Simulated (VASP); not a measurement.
# Ga2Pt (Fm-3m) in VASP: a series of runs

Runs on Ga2Pt. Level: LDA. Tasks: single point.

Everything below comes from runs of VASP 6.6.1. Logs are shortened: lines on timing, memory, paths and dates and some standing lists are left out, and cuts for length are marked.

## Step 1: The cell of the first run

It takes space group Fm-3m (No. 225, cubic). The conventional cell has a = 5.871 Å, b = 5.871 Å, c = 5.871 Å, α = 90.00°, β = 90.00°, γ = 90.00°. Ga (site symmetry -43m) has 4 Pt at 2.54 Å and 6 Ga at 2.94 Å within 3.4 Å. Pt (site symmetry m-3m) has 8 Ga at 2.54 Å within 3.4 Å.

## Step 2: Single point, LDA

INCAR reads:

```
ALGO = Normal
EDIFF = 1E-6
ENCUT = 520
ISIF = 2
ISMEAR = -1
LASPH = True
LCHARG = False
LREAL = False
LWAVE = False
NBANDS = 25
NELM = 80
PREC = Accurate
SIGMA = 0.15
```

KPOINTS reads:

```
k-points
0
Gamma
  12 12 12
```

POSCAR reads:

```
Ga2Pt
1.0
    0.0000000000      2.9356918765      2.9356918765
    2.9356918765      0.0000000000      2.9356918765
    2.9356918765      2.9356918765      0.0000000000
Ga Pt
2 1
Direct
    0.2500000000      0.2500000000      0.2500000000
    0.7500000000      0.7500000000      0.7500000000
    0.0000000000      0.0000000000      0.0000000000
```

Potentials or basis: VASP PAW LDA potentials, release 64 (Ga_d, Pt).

Command:

```
cat potpaw_LDA.64/Ga_d/POTCAR potpaw_LDA.64/Pt/POTCAR > POTCAR
mpirun -np 1 vasp_std > vasp.out
```

OUTCAR:

```text
EDIFF = 1E-6
   ENCUT = 520
   ISIF = 2
   ISMEAR = -1
   LASPH = True
   LREAL = False
   NELM = 80
   PREC = Accurate

 ion  position               nearest neighbor table
   1  0.250  0.250  0.250-   3 2.54   3 2.54   3 2.54   3 2.54
   2  0.750  0.750  0.750-   3 2.54   3 2.54   3 2.54   3 2.54
   3  0.000  0.000  0.000-   2 2.54   2 2.54   2 2.54   1 2.54   2 2.54   1 2.54   1 2.54   1 2.54

  LATTYP: Found a face centered cubic cell.
 ALAT       =     5.8713837530

  Lattice vectors:

 A1 = (   0.0000000000,   2.9356918765,   2.9356918765)
 A2 = (   2.9356918765,   0.0000000000,   2.9356918765)
 A3 = (   2.9356918765,   2.9356918765,   0.0000000000)

Analysis of symmetry for initial positions (statically):
=====================================================================
 Subroutine PRICEL returns:
 Original cell was already a primitive cell.

 Routine SETGRP: Setting up the symmetry group for a
 face centered cubic supercell.

 Subroutine GETGRP returns: Found 48 space group operations
 (whereof 48 operations were pure point group operations)
 out of a pool of 48 trial point group operations.

The static configuration has the point symmetry O_h .

Analysis of symmetry for dynamics (positions and initial velocities):
=====================================================================
 Subroutine PRICEL returns:
 Original cell was already a primitive cell.

 Routine SETGRP: Setting up the symmetry group for a
 face centered cubic supercell.

 Subroutine GETGRP returns: Found 48 space group operations
 (whereof 48 operations were pure point group operations)
 out of a pool of 48 trial point group operations.

The dynamic configuration has the point symmetry O_h .

 Subroutine INISYM returns: Found 48 space group operations
 (whereof 48 operations are pure point group operations),
 and found     1 'primitive' translations

----------------------------------------------------------------------------------------

                                     Primitive cell

  volume of cell :      50.6013

  direct lattice vectors                    reciprocal lattice vectors
     0.000000000  2.935691876  2.935691876    -0.170317602  0.170317602  0.170317602
     2.935691876  0.000000000  2.935691876     0.170317602 -0.170317602  0.170317602
     2.935691876  2.935691876  0.000000000     0.170317602  0.170317602 -0.170317602

  length of vectors
     4.151695267  4.151695267  4.151695267     0.294998740  0.294998740  0.294998740

  position of ions in fractional coordinates (direct lattice)
     0.250000000  0.250000000  0.250000000
     0.750000000  0.750000000  0.750000000
     0.000000000  0.000000000  0.000000000

  ion indices of the primitive-cell ions
   primitive index   ion index
                 1           1
                 2           2
                 3           3

----------------------------------------------------------------------------------------

 KPOINTS: k-points

Automatic generation of k-mesh.
 Grid dimensions read from file:
 generate k-points for:   12   12   12

 Generating k-lattice:

  Cartesian coordinates                     Fractional coordinates (reciprocal lattice)
    -0.014193133  0.014193133  0.014193133     0.083333333  0.000000000  0.000000000
     0.014193133 -0.014193133  0.014193133     0.000000000  0.083333333  0.000000000
     0.014193133  0.014193133 -0.014193133     0.000000000  0.000000000  0.083333333

  Length of vectors
     0.024583228  0.024583228  0.024583228

  Shift w.r.t. Gamma in fractional coordinates (k-lattice)
     0.000000000  0.000000000  0.000000000

 Subroutine IBZKPT returns following result:
 ===========================================

 Found     72 irreducible k-points:

 Following reciprocal coordinates:
            Coordinates               Weight
  0.000000  0.000000  0.000000      1.000000
  0.083333  0.000000  0.000000      8.000000
  0.166667  0.000000  0.000000      8.000000
  0.250000  0.000000  0.000000      8.000000
  0.333333  0.000000  0.000000      8.000000
  0.416667  0.000000  0.000000      8.000000
[... 16 lines left out ...]
  0.500000  0.166667  0.000000     24.000000
 -0.416667  0.166667  0.000000     24.000000
 [... further k-points ...]
   k-points           NKPTS =     72   k-points in BZ     NKDIM =     72   number of bands    NBANDS=     25
   number of dos      NEDOS =    301   number of ions     NIONS =      3
   total plane-waves  NPLWV =  32768
   dimension x,y,z NGX =    32 NGY =   32 NGZ =   32
   dimension x,y,z NGXF=    64 NGYF=   64 NGZF=   64
   ions per type =               2   1
   NGX,Y,Z   is equivalent  to a cutoff of  12.81, 12.81, 12.81 a.u.
   NGXF,Y,Z  is equivalent  to a cutoff of  25.63, 25.63, 25.63 a.u.
 SYSTEM =  unknown system
   PREC   = accura    normal or accurate (medium, high low for compatibility)
   ISTART =      0    job   : 0-new  1-cont  2-samecut
   ICHARG =      2    charge: 1-file 2-atom 10-const
   ISPIN  =      1    spin polarized calculation?
   LNONCOLLINEAR =      F non collinear calculations
   LSORBIT =      F    spin-orbit coupling
   LASPH  =      T    aspherical Exc in radial PAW
   ENCUT  =  520.0 eV  38.22 Ry    6.18 a.u.   7.72  7.72  7.72*2*pi/ulx,y,z
   NELM   =     80;   NELMIN=  2; NELMDL= -5     # of ELM steps
   EDIFF  = 0.1E-05   stopping-criterion for ELM
   LREAL  =      F    real-space projection
   EDIFFG = 0.1E-04   stopping-criterion for IOM
   NSW    =      0    number of steps for IOM
   IBRION =     -1    ionic relax: 0-MD 1-quasi-New 2-CG
   NFREE  =      0    steps in history (QN), initial steepest desc. (CG)
   ISIF   =      2    stress and relaxation
   ISYM   =      2    0-nonsym 1-usesym 2-fastsym
   POTIM  = 0.5000    time-step for ionic-motion
   TEBEG  =    0.0;   TEEND  =   0.0 temperature during run
   PSTRESS=    0.0 pullay stress
   NELECT =      36.0000    total number of electrons
   NUPDOWN=      -1.0000    fix difference up-down
   EMIN   =  10.00;   EMAX   =-10.00  energy-range for DOS
   EFERMI =   0.00;   METHOD = LEGACY
   ISMEAR =    -1;   SIGMA  =   0.15  broadening in eV -4-tet -1-fermi 0-gaus
   EFERMI_NEDOS =   21; number of points for ismear=-14 and -15
   IALGO  =     38    algorithm
   IMIX   =      4    mixing-type and parameters
     AMIX     =   0.40;   BMIX     =  1.00
     AMIX_MAG =   1.60;   BMIX_MAG =  1.00
  volume/ion in A,a.u.               =      16.87       113.82
  Fermi-wavevector in a.u.,A,eV,Ry     =   1.461465  2.761769 29.060426  2.135881
  Thomas-Fermi vector in A             =   2.577794
   LORBIT       =      0    0 simple, 1 ext, 2 COOP (PROOUT), +10 PAW based schemes
   GGA     = CA    functional components
   LHFCALC =     F    Hartree Fock is set to
   AEXX    =    0.0000 exact exchange contribution
   IVDW    =     0    specifies the selected vdW correction
   LEPSILON=     F    determine dielectric tensor
   LRPA    =     F    only Hartree local field effects (RPA)
 non-spin polarized calculation
  energy-cutoff  :      520.00
  volume of cell :       50.60
 maximum number of plane-waves:      1381
   NGX = 15   NGY = 15   NGZ = 15

 number of electron      36.0000005 magnetization

 Free energy of the ion-electron system (eV)
  ---------------------------------------------------
  ext. energy  EPLUGINS =         0.00000000
  ---------------------------------------------------
  free energy    TOTEN  =       -16.50177744 eV

  energy without entropy =      -16.41763636  energy(sigma->0) =      -16.45970690

 E-fermi :   7.3039     XC(G=0): -12.0749

 val. band max:        7.2656994373   @ k =  -0.1667   0.1667   0.0000
 cond. band min:       7.3485826789   @ k =   0.3333   0.2500   0.0833
 fundamental gap:      0.0828832416
 Fermi energy:         7.3038746682

 k-point     1 :       0.0000    0.0000    0.0000
  band No.  band energies     occupation
      1      -7.8629      2.00000
      2      -7.8629      2.00000
      3      -7.7517      2.00000
      4      -7.7517      2.00000
      5      -7.7517      2.00000
      6      -7.5709      2.00000
[... 17 lines left out ...]
     24      13.5305      0.00000
     25      13.5305      0.00000

 k-point     2 :       0.0833    0.0000    0.0000
  band No.  band energies     occupation
      1      -7.8553      2.00000
      2      -7.8553      2.00000
      3      -7.7541      2.00000
      4      -7.7487      2.00000
      5      -7.7487      2.00000
      6      -7.5737      2.00000
[... 17 lines left out ...]
     24      13.8087      0.00000
     25      13.9094      0.00000

 k-point     3 :       0.1667    0.0000    0.0000
  band No.  band energies     occupation
      1      -7.8331      2.00000
      2      -7.8331      2.00000
      3      -7.7577      2.00000
      4      -7.7399      2.00000
      5      -7.7399      2.00000
      6      -7.5822      2.00000
[... 17 lines left out ...]
     24      14.4863      0.00000
     25      14.7140      0.00000

 k-point     4 :       0.2500    0.0000    0.0000
  band No.  band energies     occupation
      1      -7.7982      2.00000
      2      -7.7982      2.00000
      3      -7.7560      2.00000
      4      -7.7260      2.00000
      5      -7.7260      2.00000
      6      -7.5957      2.00000
[... 17 lines left out ...]
     24      15.0479      0.00000
     25      15.7934      0.00000
[... 477 lines left out ...]
 k-point    22 :       0.4167    0.1667    0.0000
  band No.  band energies     occupation
      1      -7.7798      2.00000
      2      -7.7687      2.00000
      3      -7.6896      2.00000
      4      -7.6854      2.00000
      5      -7.6757      2.00000
      6      -7.6524      2.00000
[... 17 lines left out ...]
     24      14.1154      0.00000
     25      19.0167      0.00000

 k-point    23 :       0.5000    0.1667    0.0000
  band No.  band energies     occupation
      1      -7.7469      2.00000
      2      -7.7390      2.00000
      3      -7.6909      2.00000
      4      -7.6737      2.00000
      5      -7.6731      2.00000
      6      -7.6503      2.00000
[... 17 lines left out ...]
     24      15.3449      0.00000
     25      18.9484      0.00000

 k-point    24 :      -0.4167    0.1667    0.0000
  band No.  band energies     occupation
      1      -7.7351      2.00000
      2      -7.7187      2.00000
      3      -7.6982      2.00000
      4      -7.6942      2.00000
      5      -7.6761      2.00000
      6      -7.6373      2.00000
[... 17 lines left out ...]
     24      16.6873      0.00000
     25      17.5649      0.00000

 [... further k-points ...]
[... 5 lines left out ...]
  --------------------------------------------------------------------------------------
  -------------------------------------------------------------------------------------
  Total        0.1791950      0.1791950      0.1791950     -0.0000000      0.0000000     -0.0000000
  in kB        5.6738148      5.6738148      5.6738148     -0.0000000      0.0000000     -0.0000000
  external PRESSURE =       5.6738148 kB  Pullay stress =       0.0000000 kB

 VOLUME and BASIS-vectors are now :
 -----------------------------------------------------------------------------
  energy-cutoff  :      520.00
  volume of cell :       50.60
      direct lattice vectors                 reciprocal lattice vectors
     0.000000000  2.935691876  2.935691876    -0.170317602  0.170317602  0.170317602
     2.935691876  0.000000000  2.935691876     0.170317602 -0.170317602  0.170317602
     2.935691876  2.935691876  0.000000000     0.170317602  0.170317602 -0.170317602

 POSITION                                       TOTAL-FORCE (eV/Angst)
 -----------------------------------------------------------------------------------
      1.46785      1.46785      1.46785        -0.000000     -0.000000     -0.000000
      4.40354      4.40354      4.40354         0.000000     -0.000000      0.000000
      0.00000      0.00000      0.00000        -0.000000      0.000000     -0.000000
 -----------------------------------------------------------------------------------
    total drift:                               -0.000000     -0.000000      0.000000

  FREE ENERGIE OF THE ION-ELECTRON SYSTEM (eV)
  ---------------------------------------------------
  free  energy   TOTEN  =       -16.5017774424 eV

  energy  without entropy=      -16.4176363589  energy(sigma->0) =      -16.45970690
```

Wall time 37 s (1 thread of AMD EPYC 9R45 (Zen 5), shared host); peak memory 0.18 GiB.

What came out:

* Free energy: -16.5018 eV
* Pressure: 0.6 GPa
* Band gap on the k mesh: zero (band 18 reaches 12.61 eV, above the bottom of band 19 at 5.40 eV)

Caveat: spin-orbit coupling is left out, which moves the levels of the heavy elements.

## Step 3: Single point, LDA (volume scaled by 0.98)

INCAR reads:

```
SYSTEM = Ga2Pt
  PREC = Accurate
  ENCUT = 520
  EDIFF = 1E-7
  ISMEAR = -1
  SIGMA = 0.15
  LREAL = .FALSE.
  LASPH = .TRUE.
  NELM = 60
  ALGO = Normal
  ISIF = 2
  LWAVE = .FALSE.
  LCHARG = .FALSE.
  GGA = CA
  NBANDS = 25
```

KPOINTS reads:

```
regular mesh
0
G
  12 12 12
  0 0 0
```

POSCAR reads:

```
Ga2Pt
1.0
    0.0000000000      2.9159886527      2.9159886527
    2.9159886527      0.0000000000      2.9159886527
    2.9159886527      2.9159886527      0.0000000000
Ga Pt
2 1
Direct
    0.2500000000      0.2500000000      0.2500000000
    0.7500000000      0.7500000000      0.7500000000
    0.0000000000      0.0000000000      0.0000000000
```

Potentials or basis: VASP PAW LDA potentials, release 64 (Ga_d, Pt).

Command:

```
cat potpaw_LDA.64/Ga_d/POTCAR potpaw_LDA.64/Pt/POTCAR > POTCAR
mpirun -np 1 vasp_std > vasp.out
```

Run time: 27 s. Hardware: 1 thread of Intel Xeon 6975P-C (Granite Rapids), shared host; peak memory 0.21 GiB.

It converged, with:

```yaml
Free_energy: -16.4884 eV
Pressure: 3.6 GPa
Band_gap_on_the_k_mesh: zero (band 18 reaches 12.94 eV, above the bottom of band 19 at 5.59 eV)
```

Levels at points of the mesh, in eV from the Fermi level:
| k point | band 15 | band 16 | band 17 | band 18 | band 19 | band 20 | band 21 | band 22 |
| --- | --- | --- | --- | --- | --- | --- | --- | --- |
| (0.00, 0.00, 0.00) | -3.47 | -3.47 | 0.20 | 5.38 | 5.38 | 5.38 | 5.40 | 5.40 |
| (0.50, 0.00, 0.00) | -3.54 | -3.36 | -3.36 | 1.27 | 1.27 | 3.00 | 4.38 | 5.58 |
| (0.50, 0.50, 0.00) | -3.70 | -3.27 | -2.95 | -1.97 | -1.97 | 2.10 | 4.32 | 10.74 |

Caveat: spin-orbit coupling is left out, which moves the levels of the heavy elements.

## Step 4: Single point, LDA (volume scaled by 1.02)

INCAR reads:

```
SYSTEM = Ga2Pt
ALGO = Fast ; EDIFF = 1E-6
ENCUT = 520 ; ISIF = 2
ISMEAR = -1 ; LASPH = .True.
LCHARG = .False. ; LREAL = .False.
LWAVE = .False. ; NBANDS = 25
NELM = 80 ; PREC = Accurate
SIGMA = 0.15
```

KPOINTS reads:

```
k-points
0
Gamma
  12 12 12
  0 0 0
```

POSCAR reads:

```
Ga2Pt
1.0
    0.0000000000      2.9551341111      2.9551341111
    2.9551341111      0.0000000000      2.9551341111
    2.9551341111      2.9551341111      0.0000000000
Ga Pt
2 1
Direct
    0.2500000000      0.2500000000      0.2500000000
    0.7500000000      0.7500000000      0.7500000000
    0.0000000000      0.0000000000      0.0000000000
```

Command:

```
cat potpaw_LDA.64/Ga_d/POTCAR potpaw_LDA.64/Pt/POTCAR > POTCAR
mpirun -np 1 vasp_std > vasp.out
```

Run time: 34 s. Hardware: 1 thread of Intel Xeon 6975P-C (Granite Rapids), shared host; peak memory 0.21 GiB.

The run converged. Its results:

```
Free energy            : -16.4972 eV
Pressure               : -2.0 GPa
Band gap on the k mesh : zero (band 18 reaches 12.27 eV, above the bottom of band 19 at 5.22 eV)
```

Levels at points of the mesh, in eV from the Fermi level:
```tsv
k point	band 14	band 15	band 16	band 17	band 18	band 19	band 20	band 21	band 22	band 23
(0.00, 0.00, 0.00)	-5.06	-3.31	-3.31	0.00	5.21	5.21	5.21	5.23	5.23	5.23
(0.50, 0.00, 0.00)	-4.58	-3.41	-3.21	-3.21	1.28	1.28	2.95	4.04	5.42	5.42
(0.50, 0.50, 0.00)	-3.55	-3.55	-3.12	-2.85	-1.83	-1.83	1.87	4.24	10.40	10.40
```

Caveat: spin-orbit coupling is left out, which moves the levels of the heavy elements.

## Step 5: Summary

```tsv
cell	gap on the mesh (eV)	pressure (GPa)
a = 4.152 Å, angles 60.0°, 3 atoms	none	0.6
a = 4.124 Å, angles 60.0°, 3 atoms	none	3.6
a = 4.179 Å, angles 60.0°, 3 atoms	none	-2.0
```

Alike in all rows: task single point; level LDA; potentials or basis VASP PAW LDA potentials, release 64 (Ga_d, Pt); no spin polarisation; k mesh 12 × 12 × 12; cutoff (eV) 520; smearing fermi-dirac 0.15 eV.

Caveats: spin-orbit coupling is left out, which moves the levels of the heavy elements.

Total energies depend on the potentials used, so only differences within one code and one set of settings carry meaning.
